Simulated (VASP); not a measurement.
# MgO (Fm-3m) in VASP: a series of runs

MgO is run at these levels: PBE, r2SCAN, HSE06; tasks: single point.

Everything below comes from runs of VASP 6.6.1. Logs are shortened: lines on timing, memory, paths and dates and some standing lists are left out, and cuts for length are marked.

## 1. The cell of the first run

It takes space group Fm-3m (No. 225, cubic). Conventional cell: a = 4.204 Å, b = 4.204 Å, c = 4.204 Å, α = 90.00°, β = 90.00°, γ = 90.00°. Within 2.8 Å of Mg (site symmetry m-3m) lie 6 O at 2.10 Å. Within 2.8 Å of O (site symmetry m-3m) lie 6 Mg at 2.10 Å.

## 2. Single point, PBE

File INCAR:

```
ALGO = Normal
EDIFF = 1E-7
ENCUT = 520
GGA = PE
ISIF = 2
ISMEAR = 0
LASPH = True
LCHARG = False
LREAL = False
LWAVE = False
NBANDS = 11
NELM = 80
PREC = Accurate
SIGMA = 0.01
```

File KPOINTS:

```
k-points
0
Gamma
  8 8 8
```

File POSCAR:

```
MgO
1.0
    0.0000000000      2.1021674163      2.1021674163
    2.1021674163      0.0000000000      2.1021674163
    2.1021674163      2.1021674163      0.0000000000
Mg O
1 1
Direct
    0.0000000000      0.0000000000      0.0000000000
    0.5000000000      0.5000000000      0.5000000000
```

Potentials or basis: VASP PAW PBE potentials, release 64 (Mg, O).

On the command line:

```bash
> cat potpaw_PBE.64/Mg/POTCAR potpaw_PBE.64/O/POTCAR > POTCAR
> mpirun -np 1 vasp_std > vasp.out
```

OUTCAR:

```text
EDIFF = 1E-7
   ENCUT = 520
   GGA = PE
   ISIF = 2
   ISMEAR = 0
   LASPH = True
   LREAL = False
   NELM = 80
   PREC = Accurate

 ion  position               nearest neighbor table
   1  0.000  0.000  0.000-   2 2.10   2 2.10   2 2.10   2 2.10   2 2.10   2 2.10
   2  0.500  0.500  0.500-   1 2.10   1 2.10   1 2.10   1 2.10   1 2.10   1 2.10

  LATTYP: Found a face centered cubic cell.
 ALAT       =     4.2043348326

  Lattice vectors:

 A1 = (   0.0000000000,   2.1021674163,   2.1021674163)
 A2 = (   2.1021674163,   0.0000000000,   2.1021674163)
 A3 = (   2.1021674163,   2.1021674163,   0.0000000000)

Analysis of symmetry for initial positions (statically):
=====================================================================
 Subroutine PRICEL returns:
 Original cell was already a primitive cell.

 Routine SETGRP: Setting up the symmetry group for a
 face centered cubic supercell.

 Subroutine GETGRP returns: Found 48 space group operations
 (whereof 48 operations were pure point group operations)
 out of a pool of 48 trial point group operations.

The static configuration has the point symmetry O_h .

Analysis of symmetry for dynamics (positions and initial velocities):
=====================================================================
 Subroutine PRICEL returns:
 Original cell was already a primitive cell.

 Routine SETGRP: Setting up the symmetry group for a
 face centered cubic supercell.

 Subroutine GETGRP returns: Found 48 space group operations
 (whereof 48 operations were pure point group operations)
 out of a pool of 48 trial point group operations.

The dynamic configuration has the point symmetry O_h .

 Subroutine INISYM returns: Found 48 space group operations
 (whereof 48 operations are pure point group operations),
 and found     1 'primitive' translations

----------------------------------------------------------------------------------------

                                     Primitive cell

  volume of cell :      18.5794

  direct lattice vectors                    reciprocal lattice vectors
     0.000000000  2.102167416  2.102167416    -0.237849753  0.237849753  0.237849753
     2.102167416  0.000000000  2.102167416     0.237849753 -0.237849753  0.237849753
     2.102167416  2.102167416  0.000000000     0.237849753  0.237849753 -0.237849753

  length of vectors
     2.972913671  2.972913671  2.972913671     0.411967856  0.411967856  0.411967856

  position of ions in fractional coordinates (direct lattice)
     0.000000000  0.000000000  0.000000000
     0.500000000  0.500000000  0.500000000

  ion indices of the primitive-cell ions
   primitive index   ion index
                 1           1
                 2           2

----------------------------------------------------------------------------------------

 KPOINTS: k-points

Automatic generation of k-mesh.
 Grid dimensions read from file:
 generate k-points for:    8    8    8

 Generating k-lattice:

  Cartesian coordinates                     Fractional coordinates (reciprocal lattice)
    -0.029731219  0.029731219  0.029731219     0.125000000  0.000000000  0.000000000
     0.029731219 -0.029731219  0.029731219     0.000000000  0.125000000  0.000000000
     0.029731219  0.029731219 -0.029731219     0.000000000  0.000000000  0.125000000

  Length of vectors
     0.051495982  0.051495982  0.051495982

  Shift w.r.t. Gamma in fractional coordinates (k-lattice)
     0.000000000  0.000000000  0.000000000

 Subroutine IBZKPT returns following result:
 ===========================================

 Found     29 irreducible k-points:

 Following reciprocal coordinates:
            Coordinates               Weight
  0.000000  0.000000  0.000000      1.000000
  0.125000  0.000000  0.000000      8.000000
  0.250000  0.000000  0.000000      8.000000
  0.375000  0.000000  0.000000      8.000000
  0.500000  0.000000  0.000000      4.000000
  0.125000  0.125000  0.000000      6.000000
[... 16 lines left out ...]
  0.500000  0.250000  0.125000     48.000000
 -0.375000  0.250000  0.125000     24.000000
 [... further k-points ...]
   k-points           NKPTS =     29   k-points in BZ     NKDIM =     29   number of bands    NBANDS=     11
   number of dos      NEDOS =    301   number of ions     NIONS =      2
   total plane-waves  NPLWV =  13824
   dimension x,y,z NGX =    24 NGY =   24 NGZ =   24
   dimension x,y,z NGXF=    48 NGYF=   48 NGZF=   48
   ions per type =               1   1
   NGX,Y,Z   is equivalent  to a cutoff of  13.42, 13.42, 13.42 a.u.
   NGXF,Y,Z  is equivalent  to a cutoff of  26.84, 26.84, 26.84 a.u.
 SYSTEM =  unknown system
   PREC   = accura    normal or accurate (medium, high low for compatibility)
   ISTART =      0    job   : 0-new  1-cont  2-samecut
   ICHARG =      2    charge: 1-file 2-atom 10-const
   ISPIN  =      1    spin polarized calculation?
   LNONCOLLINEAR =      F non collinear calculations
   LSORBIT =      F    spin-orbit coupling
   LASPH  =      T    aspherical Exc in radial PAW
   ENCUT  =  520.0 eV  38.22 Ry    6.18 a.u.   5.53  5.53  5.53*2*pi/ulx,y,z
   NELM   =     80;   NELMIN=  2; NELMDL= -5     # of ELM steps
   EDIFF  = 0.1E-06   stopping-criterion for ELM
   LREAL  =      F    real-space projection
   EDIFFG = 0.1E-05   stopping-criterion for IOM
   NSW    =      0    number of steps for IOM
   IBRION =     -1    ionic relax: 0-MD 1-quasi-New 2-CG
   NFREE  =      0    steps in history (QN), initial steepest desc. (CG)
   ISIF   =      2    stress and relaxation
   ISYM   =      2    0-nonsym 1-usesym 2-fastsym
   POTIM  = 0.5000    time-step for ionic-motion
   TEBEG  =    0.0;   TEEND  =   0.0 temperature during run
   PSTRESS=    0.0 pullay stress
   NELECT =       8.0000    total number of electrons
   NUPDOWN=      -1.0000    fix difference up-down
   EMIN   =  10.00;   EMAX   =-10.00  energy-range for DOS
   EFERMI =   0.00;   METHOD = LEGACY
   ISMEAR =     0;   SIGMA  =   0.01  broadening in eV -4-tet -1-fermi 0-gaus
   EFERMI_NEDOS =   21; number of points for ismear=-14 and -15
   IALGO  =     38    algorithm
   IMIX   =      4    mixing-type and parameters
     AMIX     =   0.40;   BMIX     =  1.00
     AMIX_MAG =   1.60;   BMIX_MAG =  1.00
  volume/ion in A,a.u.               =       9.29        62.69
  Fermi-wavevector in a.u.,A,eV,Ry     =   1.236216  2.336109 20.792816  1.528229
  Thomas-Fermi vector in A             =   2.370833
   LORBIT       =      0    0 simple, 1 ext, 2 COOP (PROOUT), +10 PAW based schemes
   GGA     = PE    functional components
   LHFCALC =     F    Hartree Fock is set to
   AEXX    =    0.0000 exact exchange contribution
   IVDW    =     0    specifies the selected vdW correction
   LEPSILON=     F    determine dielectric tensor
   LRPA    =     F    only Hartree local field effects (RPA)
 non-spin polarized calculation
 Gauss-broadening in eV      SIGMA  =   0.01
  energy-cutoff  :      520.00
  volume of cell :       18.58
 maximum number of plane-waves:       531
 NGX is ok and might be reduce to    24
   NGX = 11   NGY = 11   NGZ = 11

 number of electron       8.0000004 magnetization

 Free energy of the ion-electron system (eV)
  ---------------------------------------------------
  ext. energy  EPLUGINS =         0.00000000
  ---------------------------------------------------
  free energy    TOTEN  =       -11.90255426 eV

  energy without entropy =      -11.90255426  energy(sigma->0) =      -11.90255426

 E-fermi :   3.2886     XC(G=0): -11.1048

 val. band max:        3.2283855898   @ k =   0.0000   0.0000   0.0000
 cond. band min:       8.0086720280   @ k =   0.0000   0.0000   0.0000
 fundamental gap:      4.7802864382
 Fermi energy:         3.2886396099

 k-point     1 :       0.0000    0.0000    0.0000
  band No.  band energies     occupation
      1     -14.0635      2.00000
      2       3.2284      2.00000
      3       3.2284      2.00000
      4       3.2284      2.00000
      5       8.0087      0.00000
      6      19.0594      0.00000
      7      19.0594      0.00000
      8      19.0594      0.00000
      9      22.9907      0.00000
     10      24.7714      0.00000
     11      24.7714      0.00000

 k-point     2 :       0.1250    0.0000    0.0000
  band No.  band energies     occupation
      1     -13.8984      2.00000
      2       2.2722      2.00000
      3       3.1243      2.00000
      4       3.1243      2.00000
      5       8.9224      0.00000
      6      17.3787      0.00000
      7      19.4217      0.00000
      8      19.4217      0.00000
      9      23.8133      0.00000
     10      23.8133      0.00000
     11      25.1708      0.00000

 k-point     3 :       0.2500    0.0000    0.0000
  band No.  band energies     occupation
      1     -13.4700      2.00000
      2       0.5593      2.00000
      3       2.8845      2.00000
      4       2.8845      2.00000
      5      10.3672      0.00000
      6      15.8394      0.00000
      7      19.9271      0.00000
      8      19.9271      0.00000
      9      23.4230      0.00000
     10      23.4230      0.00000
     11      25.3119      0.00000

 k-point     4 :       0.3750    0.0000    0.0000
  band No.  band energies     occupation
      1     -12.9865      2.00000
      2      -0.8581      2.00000
      3       2.6590      2.00000
      4       2.6590      2.00000
      5      11.0703      0.00000
      6      15.6608      0.00000
      7      19.7627      0.00000
      8      19.7627      0.00000
      9      24.5178      0.00000
     10      24.7408      0.00000
     11      24.7408      0.00000

 k-point     5 :       0.5000    0.0000    0.0000
  band No.  band energies     occupation
      1     -12.7653      2.00000
      2      -1.4121      2.00000
      3       2.5692      2.00000
      4       2.5692      2.00000
      5      11.1603      0.00000
      6      15.8982      0.00000
      7      19.5960      0.00000
      8      19.5960      0.00000
      9      24.2034      0.00000
     10      25.8012      0.00000
     11      25.8012      0.00000
[... 211 lines left out ...]
 k-point    21 :       0.5000    0.5000    0.0000
  band No.  band energies     occupation
      1     -12.5049      2.00000
      2      -0.8779      2.00000
      3       1.8726      2.00000
      4       1.8726      2.00000
      5      12.3550      0.00000
      6      13.2581      0.00000
      7      16.3871      0.00000
      8      22.2864      0.00000
      9      22.2864      0.00000
     10      28.6439      0.00000
     11      30.1440      0.00000

 k-point    22 :       0.3750    0.2500    0.1250
  band No.  band energies     occupation
      1     -13.1631      2.00000
      2       0.2001      2.00000
      3       2.0695      2.00000
      4       2.6087      2.00000
      5      11.7770      0.00000
      6      14.7394      0.00000
      7      18.3714      0.00000
      8      20.8400      0.00000
      9      21.3927      0.00000
     10      25.7345      0.00000
     11      29.1505      0.00000

 k-point    23 :       0.5000    0.2500    0.1250
  band No.  band energies     occupation
      1     -12.7825      2.00000
      2      -0.4961      2.00000
      3       1.4908      2.00000
      4       2.3548      2.00000
      5      12.7707      0.00000
      6      14.9219      0.00000
      7      17.2105      0.00000
      8      20.4405      0.00000
      9      22.9747      0.00000
     10      25.7088      0.00000
     11      29.3430      0.00000

 k-point    24 :      -0.3750    0.2500    0.1250
  band No.  band energies     occupation
      1     -12.6132      2.00000
      2      -0.7926      2.00000
      3       1.2822      2.00000
      4       2.2348      2.00000
      5      12.9400      0.00000
      6      15.4813      0.00000
      7      16.7782      0.00000
      8      20.1945      0.00000
      9      23.8201      0.00000
     10      25.3818      0.00000
     11      29.4786      0.00000

 [... further k-points ...]
[... 5 lines left out ...]
  --------------------------------------------------------------------------------------
  -------------------------------------------------------------------------------------
  Total        0.5683983      0.5683983      0.5683983      0.0000000      0.0000000      0.0000000
  in kB       49.0152723     49.0152723     49.0152723      0.0000000      0.0000000      0.0000000
  external PRESSURE =      49.0152723 kB  Pullay stress =       0.0000000 kB

 VOLUME and BASIS-vectors are now :
 -----------------------------------------------------------------------------
  energy-cutoff  :      520.00
  volume of cell :       18.58
      direct lattice vectors                 reciprocal lattice vectors
     0.000000000  2.102167416  2.102167416    -0.237849753  0.237849753  0.237849753
     2.102167416  0.000000000  2.102167416     0.237849753 -0.237849753  0.237849753
     2.102167416  2.102167416  0.000000000     0.237849753  0.237849753 -0.237849753

 POSITION                                       TOTAL-FORCE (eV/Angst)
 -----------------------------------------------------------------------------------
      0.00000      0.00000      0.00000         0.000000      0.000000      0.000000
      2.10217      2.10217      2.10217        -0.000000     -0.000000     -0.000000
 -----------------------------------------------------------------------------------
    total drift:                               -0.000000     -0.000000      0.000000

  FREE ENERGIE OF THE ION-ELECTRON SYSTEM (eV)
  ---------------------------------------------------
  free  energy   TOTEN  =       -11.9025542629 eV

  energy  without entropy=      -11.9025542629  energy(sigma->0) =      -11.90255426
```

Wall time 3.4 s (1 thread of Intel Xeon 6975P-C (Granite Rapids), shared host); peak memory 0.13 GiB.

Results:

| Property | Result |
| --- | --- |
| Free energy | -11.9026 eV |
| Pressure | 4.9 GPa |
| Band gap on the k mesh | 4.78 eV, direct |

(Continued in part 2 of 2.)
